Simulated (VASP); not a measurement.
# In (I4/mmm) in VASP: notebook

Runs on In. Level: PBE. Tasks: single point.

Program: VASP 6.6.1. These are calculated values, not measurements. Logs are shortened: lines on timing, memory, paths and dates and some standing lists are left out, and cuts for length are marked.

### Step 1. The cell of the first run

Symmetry: I4/mmm, No. 139, tetragonal system. The conventional cell has a = 3.204 Å, b = 3.204 Å, c = 4.948 Å, α = 90.00°, β = 90.00°, γ = 90.00°. In (site symmetry 4/mmm) has 12 In at 3.20 to 3.35 Å within 4.2 Å.

### Step 2. Single point, PBE (strain -0.015 along x and y, +0.000 along z)

The input, INCAR:

```
SYSTEM = In
PREC = Accurate
ENCUT = 520
EDIFF = 1E-6
ISMEAR = 0
SIGMA = 0.15
LREAL = .False.
LASPH = .True.
NELM = 100
ALGO = Fast
ISIF = 2
LWAVE = .False.
LCHARG = .True.
GGA = PE
LELF = .True.
LVHAR = .True.
NBANDS = 12
```

The input, KPOINTS:

```
regular mesh
0
Gamma
  20 20 20
  0 0 0
```

The input, POSCAR:

```
In
1.0
   -1.6017577500      1.6017577500      2.4739500000
    1.6017577500     -1.6017577500      2.4739500000
    1.6017577500      1.6017577500     -2.4739500000
In
1
Direct
    0.0000000000      0.0000000000      0.0000000000
```

Potentials or basis: VASP PAW PBE potentials, release 64 (In_d).

Run with:

```bash
cat potpaw_PBE.64/In_d/POTCAR > POTCAR
mpirun -np 1 vasp_std > vasp.out
```

OUTCAR:

```text
SYSTEM = In
   PREC = Accurate
   ENCUT = 520
   EDIFF = 1E-6
   ISMEAR = 0
   LREAL = .False.
   LASPH = .True.
   NELM = 100
   ISIF = 2
   GGA = PE

 ion  position               nearest neighbor table
   1  0.000  0.000  0.000-

  LATTYP: Found a body centered tetragonal cell.
 ALAT       =     3.2035155000
 C/A-ratio  =     1.5445219478

  Lattice vectors:

 A1 = (  -1.6017577500,   1.6017577500,   2.4739500000)
 A2 = (   1.6017577500,  -1.6017577500,   2.4739500000)
 A3 = (   1.6017577500,   1.6017577500,  -2.4739500000)

Analysis of symmetry for initial positions (statically):
=====================================================================
 Subroutine PRICEL returns:
 Original cell was already a primitive cell.

 Routine SETGRP: Setting up the symmetry group for a
 body centered tetragonal supercell.

 Subroutine GETGRP returns: Found 16 space group operations
 (whereof 16 operations were pure point group operations)
 out of a pool of 16 trial point group operations.

The static configuration has the point symmetry D_4h.

Analysis of symmetry for dynamics (positions and initial velocities):
=====================================================================
 Subroutine PRICEL returns:
 Original cell was already a primitive cell.

 Routine SETGRP: Setting up the symmetry group for a
 body centered tetragonal supercell.

 Subroutine GETGRP returns: Found 16 space group operations
 (whereof 16 operations were pure point group operations)
 out of a pool of 16 trial point group operations.

The dynamic configuration has the point symmetry D_4h.

 Subroutine INISYM returns: Found 16 space group operations
 (whereof 16 operations are pure point group operations),
 and found     1 'primitive' translations

----------------------------------------------------------------------------------------

                                     Primitive cell

  volume of cell :      25.3889

  direct lattice vectors                    reciprocal lattice vectors
    -1.601757750  1.601757750  2.473950000     0.000000000  0.312157066  0.202105944
     1.601757750 -1.601757750  2.473950000     0.312157066  0.000000000  0.202105944
     1.601757750  1.601757750 -2.473950000     0.312157066  0.312157066  0.000000000

  length of vectors
     3.354353050  3.354353050  3.354353050     0.371872084  0.371872084  0.441456757

  position of ions in fractional coordinates (direct lattice)
     0.000000000  0.000000000  0.000000000

  ion indices of the primitive-cell ions
   primitive index   ion index
                 1           1

----------------------------------------------------------------------------------------

 KPOINTS: regular mesh

Automatic generation of k-mesh.
 Grid dimensions read from file:
 generate k-points for:   20   20   20

 Generating k-lattice:

  Cartesian coordinates                     Fractional coordinates (reciprocal lattice)
     0.000000000  0.015607853  0.010105297     0.050000000  0.000000000 -0.000000000
     0.015607853  0.000000000  0.010105297     0.000000000  0.050000000 -0.000000000
     0.015607853  0.015607853  0.000000000     0.000000000  0.000000000  0.050000000

  Length of vectors
     0.018593604  0.018593604  0.022072838

  Shift w.r.t. Gamma in fractional coordinates (k-lattice)
     0.000000000  0.000000000  0.000000000

 Subroutine IBZKPT returns following result:
 ===========================================

 Found    641 irreducible k-points:

 Following reciprocal coordinates:
            Coordinates               Weight
  0.000000  0.000000  0.000000      1.000000
  0.050000  0.000000 -0.000000      8.000000
  0.100000 -0.000000  0.000000      8.000000
  0.150000  0.000000  0.000000      8.000000
  0.200000 -0.000000  0.000000      8.000000
  0.250000  0.000000 -0.000000      8.000000
[... 16 lines left out ...]
 -0.400000  0.050000  0.000000     16.000000
 -0.350000  0.050000  0.000000     16.000000
 [... further k-points ...]
   k-points           NKPTS =    641   k-points in BZ     NKDIM =    641   number of bands    NBANDS=     12
   number of dos      NEDOS =    301   number of ions     NIONS =      1
   total plane-waves  NPLWV =  21952
   dimension x,y,z NGX =    28 NGY =   28 NGZ =   28
   dimension x,y,z NGXF=    56 NGYF=   56 NGZF=   56
   ions per type =               1
   NGX,Y,Z   is equivalent  to a cutoff of  13.88, 13.88, 13.88 a.u.
   NGXF,Y,Z  is equivalent  to a cutoff of  27.75, 27.75, 27.75 a.u.
 SYSTEM =  In
   PREC   = accura    normal or accurate (medium, high low for compatibility)
   ISTART =      0    job   : 0-new  1-cont  2-samecut
   ICHARG =      2    charge: 1-file 2-atom 10-const
   ISPIN  =      1    spin polarized calculation?
   LNONCOLLINEAR =      F non collinear calculations
   LSORBIT =      F    spin-orbit coupling
   LASPH  =      T    aspherical Exc in radial PAW
   ENCUT  =  520.0 eV  38.22 Ry    6.18 a.u.   6.24  6.24  6.24*2*pi/ulx,y,z
   NELM   =    100;   NELMIN=  2; NELMDL= -5     # of ELM steps
   EDIFF  = 0.1E-05   stopping-criterion for ELM
   LREAL  =      F    real-space projection
   EDIFFG = 0.1E-04   stopping-criterion for IOM
   NSW    =      0    number of steps for IOM
   IBRION =     -1    ionic relax: 0-MD 1-quasi-New 2-CG
   NFREE  =      0    steps in history (QN), initial steepest desc. (CG)
   ISIF   =      2    stress and relaxation
   ISYM   =      2    0-nonsym 1-usesym 2-fastsym
   POTIM  = 0.5000    time-step for ionic-motion
   TEBEG  =    0.0;   TEEND  =   0.0 temperature during run
   PSTRESS=    0.0 pullay stress
   NELECT =      13.0000    total number of electrons
   NUPDOWN=      -1.0000    fix difference up-down
   EMIN   =  10.00;   EMAX   =-10.00  energy-range for DOS
   EFERMI =   0.00;   METHOD = LEGACY
   ISMEAR =     0;   SIGMA  =   0.15  broadening in eV -4-tet -1-fermi 0-gaus
   EFERMI_NEDOS =   21; number of points for ismear=-14 and -15
   IALGO  =     68    algorithm
   IMIX   =      4    mixing-type and parameters
     AMIX     =   0.40;   BMIX     =  1.00
     AMIX_MAG =   1.60;   BMIX_MAG =  1.00
  volume/ion in A,a.u.               =      25.39       171.33
  Fermi-wavevector in a.u.,A,eV,Ry     =   1.309708  2.474989 23.338544  1.715335
  Thomas-Fermi vector in A             =   2.440288
   LORBIT       =      0    0 simple, 1 ext, 2 COOP (PROOUT), +10 PAW based schemes
   GGA     = PE    functional components
   LHFCALC =     F    Hartree Fock is set to
   AEXX    =    0.0000 exact exchange contribution
   IVDW    =     0    specifies the selected vdW correction
   LEPSILON=     F    determine dielectric tensor
   LRPA    =     F    only Hartree local field effects (RPA)
 non-spin polarized calculation
 RMM-DIIS sequential band-by-band and
 Gauss-broadening in eV      SIGMA  =   0.15
  energy-cutoff  :      520.00
  volume of cell :       25.39
 maximum number of plane-waves:       700
 NGX is ok and might be reduce to    28
   NGX = 13   NGY = 13   NGZ = 13

 number of electron      13.0000002 magnetization

 Free energy of the ion-electron system (eV)
  ---------------------------------------------------
  ext. energy  EPLUGINS =         0.00000000
  ---------------------------------------------------
  free energy    TOTEN  =        -2.53982286 eV

  energy without entropy =       -2.53406655  energy(sigma->0) =       -2.53694470

 E-fermi :   7.8876     XC(G=0): -10.3960

 val. band max:        7.8858037407   @ k =  -0.1000  -0.4000   0.1000
 cond. band min:       7.8919718936   @ k =   0.5000   0.3000   0.0000
 fundamental gap:      0.0061681528
 Fermi energy:         7.8876275657

 k-point     1 :       0.0000    0.0000    0.0000
  band No.  band energies     occupation
      1      -6.8940      2.00000
      2      -6.7555      2.00000
      3      -6.7555      2.00000
      4      -6.6886      2.00000
      5      -6.5530      2.00000
      6      -1.8859      2.00000
      7      18.6833      0.00000
      8      18.6833      0.00000
      9      18.8971      0.00000
     10      19.5351      0.00000
     11      22.0944      0.00000
     12      22.2350      0.00000

 k-point     2 :       0.0500    0.0000   -0.0000
  band No.  band energies     occupation
      1      -6.8892      2.00000
      2      -6.7561      2.00000
      3      -6.7513      2.00000
      4      -6.6877      2.00000
      5      -6.5551      2.00000
      6      -1.8298      2.00000
      7      17.9386      0.00000
      8      18.6147      0.00000
      9      18.6730      0.00000
     10      19.4265      0.00000
     11      22.3274      0.00000
     12      22.3859      0.00000

 k-point     3 :       0.1000   -0.0000    0.0000
  band No.  band energies     occupation
      1      -6.8768      2.00000
      2      -6.7590      2.00000
      3      -6.7395      2.00000
      4      -6.6826      2.00000
      5      -6.5603      2.00000
      6      -1.6607      2.00000
      7      16.3200      0.00000
      8      18.2520      0.00000
      9      18.4407      0.00000
     10      19.3909      0.00000
     11      21.9649      0.00000
     12      22.8097      0.00000
[... 286 lines left out ...]
 k-point    23 :      -0.4000    0.0500    0.0000
  band No.  band energies     occupation
      1      -6.8635      2.00000
      2      -6.8308      2.00000
      3      -6.7278      2.00000
      4      -6.5151      2.00000
      5      -6.4617      2.00000
      6       1.5971      2.00000
      7       7.0114      2.00000
      8      15.3105      0.00000
      9      17.2317      0.00000
     10      18.9133      0.00000
     11      19.9360      0.00000
     12      22.0296      0.00000

 k-point    24 :      -0.3500    0.0500    0.0000
  band No.  band energies     occupation
      1      -6.8513      2.00000
      2      -6.8215      2.00000
      3      -6.7170      2.00000
      4      -6.5429      2.00000
      5      -6.4976      2.00000
      6       0.7587      2.00000
      7       8.4629      0.00000
      8      15.5324      0.00000
      9      17.3634      0.00000
     10      19.2547      0.00000
     11      20.2383      0.00000
     12      21.9472      0.00000

 [... further k-points ...]
[... 5 lines left out ...]
  --------------------------------------------------------------------------------------
  -------------------------------------------------------------------------------------
  Total        0.5709986      0.5709986      0.5204164      0.0000000      0.0000000      0.0000000
  in kB       36.0330527     36.0330527     32.8410490      0.0000000      0.0000000      0.0000000
  external PRESSURE =      34.9690515 kB  Pullay stress =       0.0000000 kB

 VOLUME and BASIS-vectors are now :
 -----------------------------------------------------------------------------
  energy-cutoff  :      520.00
  volume of cell :       25.39
      direct lattice vectors                 reciprocal lattice vectors
    -1.601757750  1.601757750  2.473950000     0.000000000  0.312157066  0.202105944
     1.601757750 -1.601757750  2.473950000     0.312157066  0.000000000  0.202105944
     1.601757750  1.601757750 -2.473950000     0.312157066  0.312157066  0.000000000

 POSITION                                       TOTAL-FORCE (eV/Angst)
 -----------------------------------------------------------------------------------
      0.00000      0.00000      0.00000         0.000000      0.000000     -0.000000
 -----------------------------------------------------------------------------------
    total drift:                               -0.000000     -0.000000     -0.000000

  FREE ENERGIE OF THE ION-ELECTRON SYSTEM (eV)
  ---------------------------------------------------
  free  energy   TOTEN  =        -2.5398228571 eV

  energy  without entropy=       -2.5340665484  energy(sigma->0) =       -2.53694470
```

Wall time 3.3 min (1 thread of Intel Xeon 6975P-C, shared host); peak memory 0.31 GiB.

What came out:

| Quantity | Value |
| --- | --- |
| Free energy | -2.5398 eV |
| Pressure | 3.5 GPa |

Caveat: the cell differs from its parent crystal (strain -0.015 along x and y, +0.000 along z); spin-orbit coupling is left out, which moves the levels of the heavy elements.

### Step 3. Single point, PBE (strain +0.015 along x and y, +0.030 along z)

The input, INCAR:

```
SYSTEM = In
  PREC = Accurate
  ENCUT = 520
  EDIFF = 1E-7
  ISMEAR = 0
  SIGMA = 0.15
  LREAL = .False.
  LASPH = .True.
  NELM = 60
  ALGO = Fast
  ISIF = 2
  LWAVE = .False.
  LCHARG = .False.
  GGA = PE
  NBANDS = 12
```

KPOINTS is that of step 2.

The input, POSCAR:

```
In
1.0
   -1.6505422500      1.6505422500      2.5481685000
    1.6505422500     -1.6505422500      2.5481685000
    1.6505422500      1.6505422500     -2.5481685000
In
1
Direct
    0.0000000000      0.0000000000      0.0000000000
```

Potentials or basis: VASP PAW PBE potentials, release 64 (In_d).

Run with:

```bash
cat potpaw_PBE.64/In_d/POTCAR > POTCAR
mpirun -np 1 vasp_std > vasp.out
```

Run time: 3.2 min. Hardware: 1 thread of AMD EPYC 9R45 (Zen 5), shared host; peak memory 0.29 GiB.

It converged, with:

| Property | Result |
| --- | --- |
| Free energy | -2.5616 eV |
| Pressure | -0.3 GPa |

Stress tensor (GPa, compression positive):
```
-0.23  0.00  0.00
 0.00 -0.23  0.00
 0.00  0.00 -0.54
```

Levels at points of the mesh, in eV from the Fermi level:
```csv
k point,band 4,band 5,band 6,band 7,band 8,band 9
"(0.00, 0.00, 0.00)",-14.48,-14.38,-9.14,10.02,10.02,10.17
"(0.50, 0.00, 0.00)",-14.31,-14.28,-4.26,-3.11,7.02,8.86
"(0.50, 0.50, 0.00)",-14.30,-14.21,-1.73,-1.70,3.33,3.85
"(0.50, 0.50, 0.50)",-14.27,-14.27,-3.13,-2.52,4.71,4.71
```

Caveat: the cell differs from its parent crystal (strain +0.015 along x and y, +0.030 along z); spin-orbit coupling is left out, which moves the levels of the heavy elements.
